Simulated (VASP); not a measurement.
# Os2Pd (I4/mmm) in VASP: notebook

Os2Pd is run at these levels: PBE; tasks: single point, relaxation of cell and atoms.

Everything below comes from runs of VASP 6.6.1. Logs are shortened: lines on timing, memory, paths and dates and some standing lists are left out, and cuts for length are marked.

## Step 1: The cell of the first run

It takes space group I4/mmm (No. 139, tetragonal). Conventional cell: a = 3.179 Å, b = 3.179 Å, c = 7.800 Å, α = 90.00°, β = 90.00°, γ = 90.00°. Within 3.4 Å of Pd (site symmetry 4/mmm) lie 10 Os at 2.59 to 2.61 Å and 4 Pd at 3.18 Å. Within 3.4 Å of Os (site symmetry 4mm) lie 9 Os at 2.57 to 3.18 Å and 5 Pd at 2.59 to 2.61 Å.

## Step 2: Single point, PBE

Input file INCAR:

```
SYSTEM = Os2Pd
ALGO     = Normal         ! electronic algorithm
EDIFF    = 1E-6           ! SCF threshold, eV
ENCUT    = 520            ! plane-wave cutoff, eV
GGA      = PE             ! functional
ISIF     = 2              ! what is computed and relaxed
ISMEAR   = 0              ! smearing method
LASPH    = .True.         ! aspherical terms in the spheres
LCHARG   = .False.        ! write CHGCAR
LREAL    = .False.        ! projectors in reciprocal space
LWAVE    = .False.        ! write WAVECAR
NBANDS   = 20             ! bands
NELM     = 60             ! most SCF steps
PREC     = Accurate       ! precision mode
SIGMA    = 0.1            ! smearing width, eV
```

Input file KPOINTS:

```
k-points
0
Gamma
  8 8 8
  0 0 0
```

Input file POSCAR:

```
Os2Pd
1.0
   -1.5897355505      1.5897355505      3.8998200223
    1.5897355505     -1.5897355505      3.8998200223
    1.5897355505      1.5897355505     -3.8998200223
Pd Os
1 2
Direct
    0.0000000000      0.0000000000      0.0000000000
    0.6650000000      0.6650000000      0.0000000000
    0.3350000000      0.3350000000      0.0000000000
```

Potentials or basis: VASP PAW PBE potentials, release 64 (Pd, Os).

Launch:

```
$ cat potpaw_PBE.64/Pd/POTCAR potpaw_PBE.64/Os/POTCAR > POTCAR
$ mpirun -np 1 vasp_std > vasp.out
```

OUTCAR:

```text
SYSTEM = Os2Pd
   EDIFF = 1E-6
   ENCUT = 520
   GGA = PE
   ISIF = 2
   ISMEAR = 0
   LASPH = .True.
   LREAL = .False.
   NELM = 60
   PREC = Accurate

 ion  position               nearest neighbor table
   1  0.000  0.000  0.000-   2 2.59   2 2.59   3 2.59   2 2.59   3 2.59   3 2.59   2 2.59   3 2.59
                             2 2.61   3 2.61
   2  0.665  0.665  0.000-   3 2.57   1 2.59   1 2.59   1 2.59   1 2.59   3 2.61   3 2.61   3 2.61
                             3 2.61   1 2.61
   3  0.335  0.335  0.000-   2 2.57   1 2.59   1 2.59   1 2.59   1 2.59   2 2.61   2 2.61   2 2.61
                             2 2.61   1 2.61

  LATTYP: Found a body centered tetragonal cell.
 ALAT       =     3.1794711010
 C/A-ratio  =     2.4531250000

  Lattice vectors:

 A1 = (  -1.5897355505,   1.5897355505,   3.8998200223)
 A2 = (   1.5897355505,  -1.5897355505,   3.8998200223)
 A3 = (   1.5897355505,   1.5897355505,  -3.8998200223)

Analysis of symmetry for initial positions (statically):
=====================================================================
 Subroutine PRICEL returns:
 Original cell was already a primitive cell.

 Routine SETGRP: Setting up the symmetry group for a
 body centered tetragonal supercell.

 Subroutine GETGRP returns: Found 16 space group operations
 (whereof 16 operations were pure point group operations)
 out of a pool of 16 trial point group operations.

The static configuration has the point symmetry D_4h.

Analysis of symmetry for dynamics (positions and initial velocities):
=====================================================================
 Subroutine PRICEL returns:
 Original cell was already a primitive cell.

 Routine SETGRP: Setting up the symmetry group for a
 body centered tetragonal supercell.

 Subroutine GETGRP returns: Found 16 space group operations
 (whereof 16 operations were pure point group operations)
 out of a pool of 16 trial point group operations.

The dynamic configuration has the point symmetry D_4h.

 Subroutine INISYM returns: Found 16 space group operations
 (whereof 16 operations are pure point group operations),
 and found     1 'primitive' translations

----------------------------------------------------------------------------------------

                                     Primitive cell

  volume of cell :      39.4234

  direct lattice vectors                    reciprocal lattice vectors
    -1.589735550  1.589735550  3.899820022     0.000000000  0.314517720  0.128211045
     1.589735550 -1.589735550  3.899820022     0.314517720  0.000000000  0.128211045
     1.589735550  1.589735550 -3.899820022     0.314517720  0.314517720  0.000000000

  length of vectors
     4.501456925  4.501456925  4.501456925     0.339646092  0.339646092  0.444795225

  position of ions in fractional coordinates (direct lattice)
     0.000000000  0.000000000  0.000000000
     0.665000000  0.665000000  0.000000000
     0.335000000  0.335000000  0.000000000

  ion indices of the primitive-cell ions
   primitive index   ion index
                 1           1
                 2           2
                 3           3

----------------------------------------------------------------------------------------

 KPOINTS: k-points

Automatic generation of k-mesh.
 Grid dimensions read from file:
 generate k-points for:    8    8    8

 Generating k-lattice:

  Cartesian coordinates                     Fractional coordinates (reciprocal lattice)
     0.000000000  0.039314715  0.016026381     0.125000000 -0.000000000  0.000000000
     0.039314715  0.000000000  0.016026381    -0.000000000  0.125000000  0.000000000
     0.039314715  0.039314715  0.000000000     0.000000000  0.000000000  0.125000000

  Length of vectors
     0.042455762  0.042455762  0.055599403

  Shift w.r.t. Gamma in fractional coordinates (k-lattice)
     0.000000000  0.000000000  0.000000000

 Subroutine IBZKPT returns following result:
 ===========================================

 Found     59 irreducible k-points:

 Following reciprocal coordinates:
            Coordinates               Weight
  0.000000  0.000000  0.000000      1.000000
  0.125000 -0.000000  0.000000      8.000000
  0.250000 -0.000000  0.000000      8.000000
  0.375000 -0.000000  0.000000      8.000000
  0.500000 -0.000000  0.000000      4.000000
  0.125000  0.125000  0.000000      8.000000
[... 16 lines left out ...]
  0.250000  0.125000  0.125000     16.000000
  0.375000  0.125000  0.125000      8.000000
 [... further k-points ...]
   k-points           NKPTS =     59   k-points in BZ     NKDIM =     59   number of bands    NBANDS=     20
   number of dos      NEDOS =    301   number of ions     NIONS =      3
   total plane-waves  NPLWV =  46656
   dimension x,y,z NGX =    36 NGY =   36 NGZ =   36
   dimension x,y,z NGXF=    72 NGYF=   72 NGZF=   72
   ions per type =               1   2
   NGX,Y,Z   is equivalent  to a cutoff of  13.30, 13.30, 13.30 a.u.
[... 27 lines left out ...]
   EFERMI_NEDOS =   21; number of points for ismear=-14 and -15
   IALGO  =     38    algorithm
   IMIX   =      4    mixing-type and parameters
     AMIX     =   0.40;   BMIX     =  1.00
     AMIX_MAG =   1.60;   BMIX_MAG =  1.00
  volume/ion in A,a.u.               =      13.14        88.68
  Fermi-wavevector in a.u.,A,eV,Ry     =   1.424999  2.692857 27.628285  2.030622
  Thomas-Fermi vector in A             =   2.545430
   LORBIT       =      0    0 simple, 1 ext, 2 COOP (PROOUT), +10 PAW based schemes
   GGA     = PE    functional components
   LHFCALC =     F    Hartree Fock is set to
   AEXX    =    0.0000 exact exchange contribution
   IVDW    =     0    specifies the selected vdW correction
   LEPSILON=     F    determine dielectric tensor
   LRPA    =     F    only Hartree local field effects (RPA)
 non-spin polarized calculation
 Gauss-broadening in eV      SIGMA  =   0.10
  energy-cutoff  :      520.00
  volume of cell :       39.42
 maximum number of plane-waves:      1080
 NGX is ok and might be reduce to    36
   NGX = 17   NGY = 17   NGZ = 17

 number of electron      26.0000000 magnetization

 Free energy of the ion-electron system (eV)
  ---------------------------------------------------
  ext. energy  EPLUGINS =         0.00000000
  ---------------------------------------------------
  free energy    TOTEN  =       -25.30680724 eV

  energy without entropy =      -25.28677854  energy(sigma->0) =      -25.29679289

 E-fermi :  11.1506     XC(G=0): -14.2631

 val. band max:       11.1498331078   @ k =  -0.3750   0.3750   0.3750
 cond. band min:      11.1517737871   @ k =   0.5000   0.1250   0.0000
 fundamental gap:      0.0019406792
 Fermi energy:        11.1506077962

 k-point     1 :       0.0000    0.0000    0.0000
  band No.  band energies     occupation
      1       0.5289      2.00000
      2       4.9427      2.00000
      3       5.1601      2.00000
      4       5.8440      2.00000
      5       5.9271      2.00000
      6       6.1234      2.00000
[... 12 lines left out ...]
     19      25.3549      0.00000
     20      25.3549      0.00000

 k-point     2 :       0.1250   -0.0000    0.0000
  band No.  band energies     occupation
      1       0.9171      2.00000
      2       4.7213      2.00000
      3       5.2691      2.00000
      4       5.7581      2.00000
      5       5.9375      2.00000
      6       6.2451      2.00000
[... 12 lines left out ...]
     19      22.3516      0.00000
     20      24.0568      0.00000

 k-point     3 :       0.2500   -0.0000    0.0000
  band No.  band energies     occupation
      1       1.9831      2.00000
      2       4.3907      2.00000
      3       4.5999      2.00000
      4       5.7966      2.00000
      5       5.8738      2.00000
      6       6.1617      2.00000
[... 12 lines left out ...]
     19      21.5876      0.00000
     20      22.7354      0.00000

 k-point     4 :       0.3750   -0.0000    0.0000
  band No.  band energies     occupation
      1       3.2721      2.00000
      2       3.6757      2.00000
      3       4.6750      2.00000
      4       4.9339      2.00000
      5       6.0443      2.00000
      6       6.2218      2.00000
[... 429 lines left out ...]
 k-point    23 :       0.2500    0.1250    0.1250
  band No.  band energies     occupation
      1       3.6552      2.00000
      2       4.2239      2.00000
      3       5.2678      2.00000
      4       5.3543      2.00000
      5       5.7998      2.00000
      6       6.4028      2.00000
[... 12 lines left out ...]
     19      20.4640      0.00000
     20      21.1614      0.00000

 k-point    24 :       0.3750    0.1250    0.1250
  band No.  band energies     occupation
      1       4.2055      2.00000
      2       4.3537      2.00000
      3       4.8306      2.00000
      4       4.9002      2.00000
      5       5.9608      2.00000
      6       6.4197      2.00000
[... 12 lines left out ...]
     19      21.0191      0.00000
     20      21.6519      0.00000

 [... further k-points ...]

------------------------ aborting loop because EDIFF is reached ----------------------------------------

  FORCE on cell =-STRESS in cart. coord.  units (eV):
  Direction    XX          YY          ZZ          XY          YZ          ZX
  --------------------------------------------------------------------------------------
  -------------------------------------------------------------------------------------
  Total       10.3948132     10.3948132     15.5742606      0.0000000      0.0000000      0.0000000
  in kB      422.4476924    422.4476924    632.9416734      0.0000000      0.0000000      0.0000000
  external PRESSURE =     492.6123527 kB  Pullay stress =       0.0000000 kB

 VOLUME and BASIS-vectors are now :
 -----------------------------------------------------------------------------
  energy-cutoff  :      520.00
  volume of cell :       39.42
      direct lattice vectors                 reciprocal lattice vectors
    -1.589735550  1.589735550  3.899820022     0.000000000  0.314517720  0.128211045
     1.589735550 -1.589735550  3.899820022     0.314517720  0.000000000  0.128211045
     1.589735550  1.589735550 -3.899820022     0.314517720  0.314517720  0.000000000

 POSITION                                       TOTAL-FORCE (eV/Angst)
 -----------------------------------------------------------------------------------
      0.00000      0.00000      0.00000        -0.000000     -0.000000      0.000000
      0.00000      0.00000      5.18676         0.000000      0.000000      0.899213
      0.00000      0.00000      2.61288         0.000000      0.000000     -0.899213
 -----------------------------------------------------------------------------------
    total drift:                               -0.000000     -0.000000      0.000000

  FREE ENERGIE OF THE ION-ELECTRON SYSTEM (eV)
  ---------------------------------------------------
  free  energy   TOTEN  =       -25.3068072372 eV

  energy  without entropy=      -25.2867785365  energy(sigma->0) =      -25.29679289
```

Wall time 44 s (1 thread of Intel Xeon 6975P-C (Granite Rapids), shared host); peak memory 0.23 GiB.

What came out:

```
Free energy            : -25.3068 eV
Pressure               : 49.3 GPa
Largest force          : 0.899 eV/Å
Band gap on the k mesh : zero (bands 13 and 14 overlap by 1.64 eV)
```

Forces in eV/Å, atoms in the order of the input:
```
Pd   0.000  0.000  0.000
Os   0.000  0.000  0.899
Os   0.000  0.000 -0.899
```

Caveat: the stress differs along the axes, from 42 to 63 GPa; spin-orbit coupling is left out, which moves the levels of the heavy elements.

## Step 3: Single point, PBE

This run uses another cell than the first one, of 14.93 Å³/atom.

Changes to INCAR since step 2:

```diff
@@ -1,4 +1,4 @@
 SYSTEM = Os2Pd
-ALGO     = Normal         ! electronic algorithm
-EDIFF    = 1E-6           ! SCF threshold, eV
+ALGO     = Fast           ! electronic algorithm
+EDIFF    = 1E-7           ! SCF threshold, eV
 ENCUT    = 520            ! plane-wave cutoff, eV
```

KPOINTS is that of step 2.

Input file POSCAR:

```
Os2Pd
1.0
   -1.6356147839      1.6356147839      4.1863111765
    1.6356147839     -1.6356147839      4.1863111765
    1.6356147839      1.6356147839     -4.1863111765
Pd Os
1 2
Direct
    0.0000000000      0.0000000000      0.0000000000
    0.6767199707      0.6767199707      0.0000000000
    0.3232800293      0.3232800293      0.0000000000
```

Potentials or basis: VASP PAW PBE potentials, release 64 (Pd, Os).

Launch:

```
$ cat potpaw_PBE.64/Pd/POTCAR potpaw_PBE.64/Os/POTCAR > POTCAR
$ mpirun -np 1 vasp_std > vasp.out
```

It took 57 s on 1 thread of Intel Xeon 6975P-C (Granite Rapids), shared host; peak memory 0.24 GiB.

The run converged. Its results:

| Item | Value |
| --- | --- |
| Free energy | -26.1092 eV |
| Pressure | -0.4 GPa |
| Largest force | 0.054 eV/Å |
| Band gap on the k mesh | zero (bands 13 and 14 overlap by 1.60 eV) |

Forces on the atoms (eV/Å):
```
Pd   0.000  0.000  0.000
Os   0.000  0.000  0.054
Os   0.000  0.000 -0.054
```

Levels at points of the mesh, in eV from the Fermi level:
```
           k point  band 10  band 11  band 12  band 13  band 14  band 15  band 16  band 17
(0.00, 0.00, 0.00)    -1.89    -1.89    -1.66    -1.66    -1.21     0.42     1.41     4.99
(0.50, 0.00, 0.00)    -1.18    -0.87    -0.70     0.39     0.80     1.37     1.38     1.42
(0.50, 0.50, 0.00)    -1.69    -0.63    -0.43    -0.16     0.08     0.16     1.46     5.27
(0.50, 0.50, 0.50)    -2.63    -2.50    -0.75    -0.11     1.01     1.20     1.20     2.19
```

Caveat: spin-orbit coupling is left out, which moves the levels of the heavy elements.

## Step 4: Relaxation of cell and atoms, PBE

Input file INCAR:

```
PREC = Accurate ; ENCUT = 600
EDIFF = 1E-6 ; ISMEAR = 0
SIGMA = 0.1 ; LREAL = False
LASPH = True ; NELM = 80
ALGO = Fast ; ISIF = 3
LWAVE = False ; LCHARG = False
GGA = PE ; IBRION = 2
NSW = 90 ; EDIFFG = -0.04
```

Input file KPOINTS:

```
Automatic mesh
0
Gamma
  8 8 8
```

Input file POSCAR:

```
Os2Pd
1.0
   -1.5897355505      1.5897355505      3.8998200223
    1.5897355505     -1.5897355505      3.8998200223
    1.5897355505      1.5897355505     -3.8998200223
Pd Os
1 2
Direct
    0.0000000000      0.0000000000      0.0000000000
    0.6650000000      0.6650000000      0.0000000000
    0.3350000000      0.3350000000      0.0000000000
```

Launch:

```
$ cat potpaw_PBE.64/Pd/POTCAR potpaw_PBE.64/Os/POTCAR > POTCAR
$ mpirun -np 1 vasp_std > vasp.out
```

Wall time 6.2 min (1 thread of Intel Xeon 6975P-C (Granite Rapids), shared host); peak memory 0.28 GiB.

The run converged. Its results:

```yaml
Free_energy: -26.1073 eV
Relaxed_volume: 14.93 Å³/atom
Relaxed_cell: a = 4.789 Å, b = 4.789 Å, c = 4.789 Å, α = 140.10°, β = 140.10°, γ = 57.70°
Space_group_after_relaxing_to_0.1_Å: I4/mmm (No. 139)
Pressure_after_relaxing: 0.1 GPa
Band_gap_on_the_k_mesh: zero (bands 13 and 14 overlap by 1.64 eV)
```

Stress tensor (GPa, compression positive):
```
 0.16  0.00  0.00
 0.00  0.16  0.00
 0.00  0.00 -0.15
```

Final structure:
```cif
data_structure
_symmetry_space_group_name_H-M 'P 1'
_symmetry_Int_Tables_number 1
_cell_length_a 4.7888
_cell_length_b 4.7888
_cell_length_c 4.7888
_cell_angle_alpha 140.102
_cell_angle_beta 140.102
_cell_angle_gamma 57.698
_cell_volume 44.79
loop_
_atom_site_label
_atom_site_type_symbol
_atom_site_fract_x
_atom_site_fract_y
_atom_site_fract_z
_atom_site_occupancy
Pd1 Pd 0.00000 0.00000 0.00000 1
Os1 Os 0.67753 0.67753 0.00000 1
Os2 Os 0.32247 0.32247 0.00000 1
```

Levels at points of the mesh, in eV from the Fermi level:
| k point | band 9 | band 10 | band 11 | band 12 | band 13 | band 14 | band 15 | band 16 | band 17 |
| --- | --- | --- | --- | --- | --- | --- | --- | --- | --- |
| (0.00, 0.00, 0.00) | -2.11 | -1.90 | -1.90 | -1.66 | -1.66 | -1.25 | 0.43 | 1.45 | 6.14 |
| (0.50, 0.00, 0.00) | -1.97 | -1.17 | -0.89 | -0.71 | 0.40 | 0.80 | 1.38 | 1.39 | 1.45 |
| (0.50, 0.50, 0.00) | -2.34 | -1.67 | -0.60 | -0.42 | -0.19 | 0.08 | 0.16 | 1.43 | 5.28 |
| (0.50, 0.50, 0.50) | -2.60 | -2.60 | -2.53 | -0.73 | -0.09 | 0.96 | 1.18 | 1.18 | 2.21 |

Caveat: spin-orbit coupling is left out, which moves the levels of the heavy elements.

## Step 5: Single point, PBE

This run uses another cell than the first one, of 14.93 Å³/atom.

Input file INCAR:

```
PREC     = Accurate       # precision mode
ENCUT    = 520            # plane-wave cutoff, eV
EDIFF    = 1E-7           # SCF threshold, eV
ISMEAR   = 0              # smearing method
SIGMA    = 0.1            # smearing width, eV
LREAL    = False          # projectors in reciprocal space
LASPH    = True           # aspherical terms in the spheres
NELM     = 100            # most SCF steps
ALGO     = Fast           # electronic algorithm
ISIF     = 2              # what is computed and relaxed
LWAVE    = False          # write WAVECAR
LCHARG   = False          # write CHGCAR
GGA      = PE             # functional
NBANDS   = 20             # bands
```

Input file KPOINTS:

```
regular mesh
0
Gamma
  20 20 20
```

Input file POSCAR:

```
Os2Pd
1.0
   -1.6341784841      1.6341784841      4.1925382027
    1.6341784841     -1.6341784841      4.1925382027
    1.6341784841      1.6341784841     -4.1925382027
Pd Os
1 2
Direct
    0.0000000000      0.0000000000      0.0000000000
    0.6766754793      0.6766754793      0.0000000000
    0.3233245207      0.3233245207      0.0000000000
```

Launch:

```
$ cat potpaw_PBE.64/Pd/POTCAR potpaw_PBE.64/Os/POTCAR > POTCAR
$ mpirun -np 1 vasp_std > vasp.out
```

It took 7.5 min on 1 thread of Intel Xeon 6975P-C (Granite Rapids), shared host; peak memory 0.69 GiB.

It converged, with:

| Property | Result |
| --- | --- |
| Free energy | -26.1125 eV |
| Pressure | -0.4 GPa |
| Largest force | 0.041 eV/Å |
| Band gap on the k mesh | zero (bands 13 and 14 overlap by 1.65 eV) |

Forces on the atoms (eV/Å):
```
Pd   0.000  0.000  0.000
Os   0.000  0.000  0.041
Os   0.000  0.000 -0.041
```

Stress tensor (GPa, compression positive):
```
-0.35  0.00  0.00
 0.00 -0.35  0.00
 0.00  0.00 -0.49
```

Levels at points of the mesh, in eV from the Fermi level:
| k point | band 9 | band 10 | band 11 | band 12 | band 13 | band 14 | band 15 | band 16 | band 17 | band 18 |
| --- | --- | --- | --- | --- | --- | --- | --- | --- | --- | --- |
| (0.00, 0.00, 0.00) | -2.08 | -1.90 | -1.90 | -1.65 | -1.65 | -1.21 | 0.41 | 1.40 | 4.95 | 6.06 |
| (0.50, 0.00, 0.00) | -1.96 | -1.18 | -0.88 | -0.70 | 0.40 | 0.80 | 1.36 | 1.37 | 1.41 | 2.10 |
| (0.50, 0.50, 0.00) | -2.33 | -1.69 | -0.63 | -0.43 | -0.15 | 0.09 | 0.17 | 1.46 | 5.28 | 5.89 |
| (0.50, 0.50, 0.50) | -2.63 | -2.63 | -2.51 | -0.77 | -0.11 | 1.01 | 1.20 | 1.20 | 2.18 | 6.62 |

Caveat: spin-orbit coupling is left out, which moves the levels of the heavy elements.

## Step 6: The runs side by side

```tsv
task	cell	k mesh	cutoff (eV)	gap on the mesh (eV)	pressure (GPa)	largest force (eV/Å)
single point	a = 4.501 Å, angles 138.6, 138.6, 59.9°, 3 atoms, atomic positions A	8 × 8 × 8	520	none	49.3	0.90
single point	a = 4.783 Å, angles 140.0, 140.0, 57.8°, 3 atoms, atomic positions B	8 × 8 × 8	520	none	-0.4	0.05
relaxation of cell and atoms	relaxed from a = 4.501 Å, angles 138.6, 138.6, 59.9°, 3 atoms, atomic positions A	8 × 8 × 8	600	none	0.1	-
single point	a = 4.787 Å, angles 140.1, 140.1, 57.7°, 3 atoms, atomic positions B	20 × 20 × 20	520	none	-0.4	0.04
```

Alike in all rows: level PBE; potentials or basis VASP PAW PBE potentials, release 64 (Pd, Os); no spin polarisation; smearing gaussian 0.1 eV.

Caveats: spin-orbit coupling is left out, which moves the levels of the heavy elements; the stress differs along the axes, from 42 to 63 GPa (at least some runs).

Absolute energies hang on the potentials; compare differences alone.

The gap in the log of VASP goes by the Fermi energy; the results here count the filled bands.